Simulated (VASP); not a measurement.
InPd:

```xyz
2
Lattice="3.2719 0.0000 0.0000 0.0000 3.2719 0.0000 0.0000 0.0000 3.2719" Properties=species:S:1:pos:R:3 pbc="T T T"
In    0.0000    0.0000    0.0000
Pd    1.6359    1.6359    1.6359
```

* Program: VASP 6.6.1
* Task: relaxation of cell and atoms
* Functional: PBEsol
* Potentials or basis: VASP PAW PBE potentials, release 64 (In_d, Pd)
* Cutoff: 600 eV
* k mesh: 14 × 14 × 14
* Occupations: gaussian, width 0.1 eV
* Spin: no spin polarisation

At the start: pressure -2.8 GPa; volume 17.51 Å³/atom.

Where does the relaxation end?

Over 13 steps the energy falls by 3.5 meV/atom and the volume is 17.13 Å³/atom (-2.2 %); space group Pm-3m (No. 221, to 0.05 Å).

The path:
```csv
step,energy change (eV),largest force (eV/Å),pressure (GPa),volume (Å³)
1,0.0000,0.0000,-2.80,35.03
2,0.0007,0.0000,3.33,33.50
3,-0.0070,0.0000,0.09,34.26
4,-0.0070,0.0000,-0.10,34.29
5,-0.0070,0.0000,-0.10,34.28
6,-0.0070,0.0000,-0.09,34.28
7,-0.0070,0.0000,-0.07,34.28
8,-0.0070,0.0000,-0.07,34.28
9,-0.0070,0.0000,-0.07,34.28
10,-0.0070,0.0000,-0.07,34.28
11,-0.0070,0.0000,-0.06,34.28
12,-0.0070,0.0000,-0.05,34.27
13,-0.0070,0.0000,0.01,34.26
```

Final structure:
```
CELL_PARAMETERS angstrom
3.24793 0.00000 0.00000
0.00000 3.24793 0.00000
0.00000 0.00000 3.24793
ATOMIC_POSITIONS crystal
In 0.00000 0.00000 0.00000
Pd 0.50000 0.50000 0.50000
```

Caveat: the PAW data sets were made with another functional, which shifts forces and pressure a little.
